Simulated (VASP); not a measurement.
# BiTe (I4/mmm) in VASP: notebook

Runs on BiTe. Level: PBEsol. Tasks: single point.

Everything below comes from runs of VASP 6.6.1. Logs are shortened: lines on timing, memory, paths and dates and some standing lists are left out, and cuts for length are marked.

## 1. The cell of the first run

It takes space group I4/mmm (No. 139, tetragonal). Conventional cell: a = 4.575 Å, b = 4.575 Å, c = 6.373 Å, α = 90.00°, β = 90.00°, γ = 90.00°. Bi (site symmetry 4/mmm) has 6 Te at 3.19 to 3.23 Å within 4.2 Å. Te (site symmetry 4/mmm) has 6 Bi at 3.19 to 3.23 Å within 4.2 Å.

## 2. Single point, PBEsol (strain +0.000 along x and y, -0.015 along z)

Input file INCAR:

```
SYSTEM = BiTe
ALGO = Normal ; EDIFF = 1E-6
ENCUT = 520 ; GGA = PS
ISIF = 2 ; ISMEAR = 0
LASPH = .True. ; LCHARG = .True.
LELF = .True. ; LREAL = .False.
LVHAR = .True. ; LWAVE = .False.
NBANDS = 18 ; NELM = 60
PREC = Accurate ; SIGMA = 0.15
```

Input file KPOINTS:

```
k-points
0
Gamma
  14 14 14
  0 0 0
```

Input file POSCAR:

```
BiTe
1.0
    0.0000000000      3.2350000000      3.1864750000
    3.2350000000      0.0000000000      3.1864750000
    3.2350000000      3.2350000000      0.0000000000
Bi Te
1 1
Direct
    0.0000000000      0.0000000000      0.0000000000
    0.5000000000      0.5000000000      0.5000000000
```

Potentials or basis: VASP PAW PBE potentials, release 64 (Bi_d, Te).

Command:

```bash
$ cat potpaw_PBE.64/Bi_d/POTCAR potpaw_PBE.64/Te/POTCAR > POTCAR
$ mpirun -np 1 vasp_std > vasp.out
```

OUTCAR:

```text
SYSTEM = BiTe
   EDIFF = 1E-6
   ENCUT = 520
   GGA = PS
   ISIF = 2
   ISMEAR = 0
   LASPH = .True.
   LREAL = .False.
   NELM = 60
   PREC = Accurate

 ion  position               nearest neighbor table
   1  0.000  0.000  0.000-   2 3.19   2 3.19   2 3.23   2 3.23   2 3.23   2 3.23
   2  0.500  0.500  0.500-   1 3.19   1 3.19   1 3.23   1 3.23   1 3.23   1 3.23

  LATTYP: Found a body centered tetragonal cell.
 ALAT       =     4.5749808743
 C/A-ratio  =     1.3930003589

  Lattice vectors:

 A1 = (   0.0000000000,  -3.2350000000,  -3.1864750000)
 A2 = (   0.0000000000,   3.2350000000,  -3.1864750000)
 A3 = (   3.2350000000,   0.0000000000,   3.1864750000)

Analysis of symmetry for initial positions (statically):
=====================================================================
 Subroutine PRICEL returns:
 Original cell was already a primitive cell.

 Routine SETGRP: Setting up the symmetry group for a
 body centered tetragonal supercell.

 Subroutine GETGRP returns: Found 16 space group operations
 (whereof 16 operations were pure point group operations)
 out of a pool of 16 trial point group operations.

The static configuration has the point symmetry D_4h.

Analysis of symmetry for dynamics (positions and initial velocities):
=====================================================================
 Subroutine PRICEL returns:
 Original cell was already a primitive cell.

 Routine SETGRP: Setting up the symmetry group for a
 body centered tetragonal supercell.

 Subroutine GETGRP returns: Found 16 space group operations
 (whereof 16 operations were pure point group operations)
 out of a pool of 16 trial point group operations.

The dynamic configuration has the point symmetry D_4h.

 Subroutine INISYM returns: Found 16 space group operations
 (whereof 16 operations are pure point group operations),
 and found     1 'primitive' translations

----------------------------------------------------------------------------------------

                                     Primitive cell

  volume of cell :      66.6944

  direct lattice vectors                    reciprocal lattice vectors
     0.000000000  3.235000000  3.186475000    -0.154559505  0.154559505  0.156913203
     3.235000000  0.000000000  3.186475000     0.154559505 -0.154559505  0.156913203
     3.235000000  3.235000000  0.000000000     0.154559505  0.154559505 -0.156913203

  length of vectors
     4.540798160  4.540798160  4.574980874     0.269070687  0.269070687  0.269070687

[... 80 lines left out ...]
   EDIFF  = 0.1E-05   stopping-criterion for ELM
   LREAL  =      F    real-space projection
   EDIFFG = 0.1E-04   stopping-criterion for IOM
   NSW    =      0    number of steps for IOM
   IBRION =     -1    ionic relax: 0-MD 1-quasi-New 2-CG
   NFREE  =      0    steps in history (QN), initial steepest desc. (CG)
   ISIF   =      2    stress and relaxation
   ISYM   =      2    0-nonsym 1-usesym 2-fastsym
   POTIM  = 0.5000    time-step for ionic-motion
   TEBEG  =    0.0;   TEEND  =   0.0 temperature during run
   PSTRESS=    0.0 pullay stress
   NELECT =      21.0000    total number of electrons
   NUPDOWN=      -1.0000    fix difference up-down
   EMIN   =  10.00;   EMAX   =-10.00  energy-range for DOS
   EFERMI =   0.00;   METHOD = LEGACY
   ISMEAR =     0;   SIGMA  =   0.15  broadening in eV -4-tet -1-fermi 0-gaus
   EFERMI_NEDOS =   21; number of points for ismear=-14 and -15
   IALGO  =     38    algorithm
   IMIX   =      4    mixing-type and parameters
     AMIX     =   0.40;   BMIX     =  1.00
     AMIX_MAG =   1.60;   BMIX_MAG =  1.00
  volume/ion in A,a.u.               =      33.35       225.04
  Fermi-wavevector in a.u.,A,eV,Ry     =   1.113743  2.104669 16.876979  1.240423
  Thomas-Fermi vector in A             =   2.250331
   LORBIT       =      0    0 simple, 1 ext, 2 COOP (PROOUT), +10 PAW based schemes
   GGA     = PS    functional components
   LHFCALC =     F    Hartree Fock is set to
   AEXX    =    0.0000 exact exchange contribution
   IVDW    =     0    specifies the selected vdW correction
   LEPSILON=     F    determine dielectric tensor
   LRPA    =     F    only Hartree local field effects (RPA)
 non-spin polarized calculation
 Gauss-broadening in eV      SIGMA  =   0.15
  energy-cutoff  :      520.00
  volume of cell :       66.69
 maximum number of plane-waves:      1826
 NGX is ok and might be reduce to    36
   NGX = 17   NGY = 17   NGZ = 17

 number of electron      21.0000002 magnetization

 Free energy of the ion-electron system (eV)
  ---------------------------------------------------
  ext. energy  EPLUGINS =         0.00000000
  ---------------------------------------------------
  free energy    TOTEN  =        -7.98793974 eV

  energy without entropy =       -7.97187821  energy(sigma->0) =       -7.97990897

 E-fermi :   6.6740     XC(G=0):  -9.6603

 val. band max:        6.6724784273   @ k =  -0.0714   0.1429   0.0714
 cond. band min:       6.6767549907   @ k =  -0.1429   0.1429   0.0000
 fundamental gap:      0.0042765634
 Fermi energy:         6.6739642643

 k-point     1 :       0.0000    0.0000    0.0000
  band No.  band energies     occupation
      1     -16.3989      2.00000
      2     -16.3906      2.00000
      3     -16.3906      2.00000
      4     -16.3889      2.00000
      5     -16.3836      2.00000
      6      -6.9686      2.00000
[... 481 lines left out ...]
      5     -16.3838      2.00000
      6      -6.2853      2.00000
[... 10 lines left out ...]
     17      14.3301      0.00000
     18      14.6772      0.00000

 [... further k-points ...]

------------------------ aborting loop because EDIFF is reached ----------------------------------------

  FORCE on cell =-STRESS in cart. coord.  units (eV):
  Direction    XX          YY          ZZ          XY          YZ          ZX
  --------------------------------------------------------------------------------------
  -------------------------------------------------------------------------------------
  Total       -0.5967177     -0.5967177     -0.0405801      0.0000000      0.0000000     -0.0000000
  in kB      -14.3347599    -14.3347599     -0.9748431      0.0000000      0.0000000     -0.0000000
  external PRESSURE =      -9.8814543 kB  Pullay stress =       0.0000000 kB

 VOLUME and BASIS-vectors are now :
 -----------------------------------------------------------------------------
  energy-cutoff  :      520.00
  volume of cell :       66.69
      direct lattice vectors                 reciprocal lattice vectors
     0.000000000  3.235000000  3.186475000    -0.154559505  0.154559505  0.156913203
     3.235000000  0.000000000  3.186475000     0.154559505 -0.154559505  0.156913203
     3.235000000  3.235000000  0.000000000     0.154559505  0.154559505 -0.156913203

 POSITION                                       TOTAL-FORCE (eV/Angst)
 -----------------------------------------------------------------------------------
      0.00000      0.00000      0.00000        -0.000000      0.000000      0.000000
      3.23500      3.23500      3.18648         0.000000      0.000000     -0.000000
 -----------------------------------------------------------------------------------
    total drift:                               -0.000000      0.000000      0.000000

  FREE ENERGIE OF THE ION-ELECTRON SYSTEM (eV)
  ---------------------------------------------------
  free  energy   TOTEN  =        -7.9879397405 eV

  energy  without entropy=       -7.9718782059  energy(sigma->0) =       -7.97990897
```

OSZICAR:

```text
N       E                     dE             d eps       ncg     rms          rms(c)
DAV:   1     0.158423283743E+03    0.15842E+03   -0.98532E+03  8784   0.113E+03
DAV:   2     0.389620998608E+01   -0.15453E+03   -0.15050E+03  9400   0.305E+02
DAV:   3    -0.768136409059E+01   -0.11578E+02   -0.11467E+02 10748   0.886E+01
DAV:   4    -0.800039614062E+01   -0.31903E+00   -0.31843E+00 10792   0.156E+01
DAV:   5    -0.801394607309E+01   -0.13550E-01   -0.13549E-01 12094   0.306E+00    0.677E+00
DAV:   6    -0.798776592084E+01    0.26180E-01   -0.76765E-02 12614   0.188E+00    0.419E+00
DAV:   7    -0.798848843445E+01   -0.72251E-03   -0.23679E-02 10376   0.911E-01    0.433E-01
DAV:   8    -0.798788616943E+01    0.60227E-03   -0.43298E-03 11286   0.478E-01    0.983E-02
DAV:   9    -0.798794104148E+01   -0.54872E-04   -0.38712E-04  9754   0.121E-01    0.378E-02
DAV:  10    -0.798794145241E+01   -0.41093E-06   -0.14063E-05 11868   0.210E-02    0.266E-02
DAV:  11    -0.798794029779E+01    0.11546E-05   -0.21791E-06  9054   0.780E-03    0.584E-03
DAV:  12    -0.798793974046E+01    0.55734E-06   -0.39794E-07  5118   0.553E-03
   1 F= -.79879397E+01 E0= -.79799090E+01  d E =-.160615E-01
```

stdout:

```text
POSCAR found type information on POSCAR BiTe
 POSCAR found :  2 types and       2 ions
 scaLAPACK will be used
 -----------------------------------------------------------------------------
|                                                                             |
|                                                                             |
|     You enforced a specific xc type in the INCAR file but a different       |
|     I HOPE YOU KNOW WHAT YOU ARE DOING!                                     |
|                                                                             |
 -----------------------------------------------------------------------------

 LDA part: xc-table for (Slater+PW92), standard interpolation
 POSCAR, INCAR and KPOINTS ok, starting setup
 FFT: planning ... GRIDC
 FFT: planning ... GRID_SOFT
 FFT: planning ... GRID
 WAVECAR not read
 entering main loop
```

Wall time 4.9 min (1 thread of Intel Xeon 6975P-C, shared host); peak memory 0.43 GiB.

What came out:

| Property | Result |
| --- | --- |
| Free energy | -7.9879 eV |
| Pressure | -1.0 GPa |

Caveat: the cell differs from its parent crystal (strain +0.000 along x and y, -0.015 along z); the PAW data sets were made with another functional, which shifts forces and pressure a little; spin-orbit coupling is left out, which moves the levels of the heavy elements.

## 3. Single point, PBEsol (strain -0.015 along x and y, +0.015 along z)

Input file INCAR:

```
PREC = Accurate ; ENCUT = 520
EDIFF = 1E-6 ; ISMEAR = 0
SIGMA = 0.15 ; LREAL = F
LASPH = T ; NELM = 100
ALGO = Normal ; ISIF = 2
LWAVE = F ; LCHARG = F
GGA = PS ; NBANDS = 18
```

Input file KPOINTS:

```
Automatic mesh
0
Gamma
  14 14 14
```

Input file POSCAR:

```
BiTe
1.0
    0.0000000000      3.1864750000      3.2835250000
    3.1864750000      0.0000000000      3.2835250000
    3.1864750000      3.1864750000      0.0000000000
Bi Te
1 1
Direct
    0.0000000000      0.0000000000      0.0000000000
    0.5000000000      0.5000000000      0.5000000000
```

Potentials or basis: VASP PAW PBE potentials, release 64 (Bi_d, Te).

Command:

```bash
$ cat potpaw_PBE.64/Bi_d/POTCAR potpaw_PBE.64/Te/POTCAR > POTCAR
$ mpirun -np 1 vasp_std > vasp.out
```

Wall time 4.5 min (1 thread of Intel Xeon 6975P-C, shared host); peak memory 0.43 GiB.

The run converged. Its results:

```
Free energy : -7.9808 eV
Pressure    : -0.9 GPa
```

Stress tensor (GPa, compression positive):
```
-0.12  0.00  0.00
 0.00 -0.12  0.00
 0.00  0.00 -2.52
```

Levels at points of the mesh, in eV from the Fermi level:
```
           k point  band 7  band 8  band 9  band 10  band 11  band 12  band 13  band 14
(0.00, 0.00, 0.00)   -8.07   -2.70   -2.70    -2.30     1.74     2.42     2.42     4.47
(0.50, 0.00, 0.00)  -11.31   -1.97   -1.90    -1.57    -0.89    -0.64    -0.61     7.28
(0.50, 0.50, 0.00)   -9.74   -5.70   -4.05    -4.05     2.17     3.75     3.75     4.79
(0.50, 0.00, 0.50)  -10.06   -5.81   -4.29    -3.90     2.11     3.28     4.00     5.23
```

Caveat: the cell differs from its parent crystal (strain -0.015 along x and y, +0.015 along z); the PAW data sets were made with another functional, which shifts forces and pressure a little; spin-orbit coupling is left out, which moves the levels of the heavy elements.

(Continued in part 2 of 2.)
